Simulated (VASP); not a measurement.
Runs of VASP 6.6.1 on TiSe. The structure is that of space group F-43m (No. 216), or close to it. The cells are those of the table. 

```tsv
cell	gap on the mesh (eV)	pressure (GPa)	moment (μB)
a = 4.277 Å, angles 60.0°, 2 atoms	none	-6.5	2.00
a = 3.977 Å, angles 60.0°, 2 atoms	none	3.5	(b)
a = 4.031 Å, angles 60.0°, 2 atoms	none	0.1	0.96
a = 4.129 Å, angles 60.0°, 2 atoms	none	-3.5	1.38
a = 4.359 Å, angles 60.0°, 2 atoms	none	-8.3	2.00
a = 4.035 Å, angles 60.0°, 2 atoms	none	0.0	0.97
a = 4.010 Å, angles 60.0°, 2 atoms	none	(c)	(d)
a = 4.004 Å, angles 60.0°, 2 atoms	none	1.8	0.93
a = 4.058 Å, angles 60.0°, 2 atoms	none	(a)	1.05
a = 4.084 Å, angles 60.0°, 2 atoms	none	-2.3	1.11
```

Alike in all rows: task single point; level PBEsol; potentials or basis VASP PAW PBE potentials, release 64 (Ti_sv, Se); spin collinear, ferromagnetic start; k mesh 10 × 10 × 10; cutoff (eV) 520; smearing gaussian 0.05 eV.

Question: Estimate the missing entries.

Answer: (a) -1.1; (b) 0.91; (c) 1.4; (d) 0.94.

Caveats: the PAW data sets were made with another functional, which shifts forces and pressure a little.

A k mesh can miss the band edges, and the runs leave out spin-orbit coupling on Se.

A gap of «none» marks levels without a gap at the run's occupations.
